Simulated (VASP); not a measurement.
Ag:

```
CELL_PARAMETERS angstrom
0.00000 2.70706 2.70706
2.70706 0.00000 2.70706
2.70706 2.70706 0.00000
ATOMIC_POSITIONS crystal
Ag 0.50000 0.50000 0.50000
Ag 0.75000 0.75000 0.75000
```

- Program: VASP 6.6.1
- Task: relaxation of cell and atoms
- Functional: PBE
- Potentials or basis: VASP PAW PBE potentials, release 64 (Ag)
- Cutoff: 600 eV
- k mesh: 6 × 6 × 6
- Occupations: gaussian, width 0.1 eV
- Spin: no spin polarisation

At the start: pressure 39.9 GPa; volume 19.84 Å³/atom.

Problem. Where does the relaxation end?

Solution. Over 5 steps the energy falls by 821.3 meV/atom and the volume is 30.23 Å³/atom (+52.4 %); space group Fd-3m (No. 227, to 0.05 Å).

The path:
| step | energy change (eV) | largest force (eV/Å) | pressure (GPa) | volume (Å³) |
| --- | --- | --- | --- | --- |
| 1 | 0.0000 | 0.0000 | 39.85 | 39.68 |
| 2 | -1.4171 | 0.0000 | -3.92 | 75.29 |
| 3 | -1.6390 | 0.0000 | 0.80 | 58.91 |
| 4 | -1.6420 | 0.0000 | -0.28 | 61.01 |
| 5 | -1.6426 | 0.0000 | -0.02 | 60.45 |

Final structure:
```xyz
2
Lattice="0.0000 3.1150 3.1150 3.1150 0.0000 3.1150 3.1150 3.1150 0.0000" Properties=species:S:1:pos:R:3 pbc="T T T"
Ag    3.1150    3.1150    3.1150
Ag    4.6725    4.6725    4.6725
```

Caveat: the volume moved by over 15 % at a fixed basis, so the end points are rough.
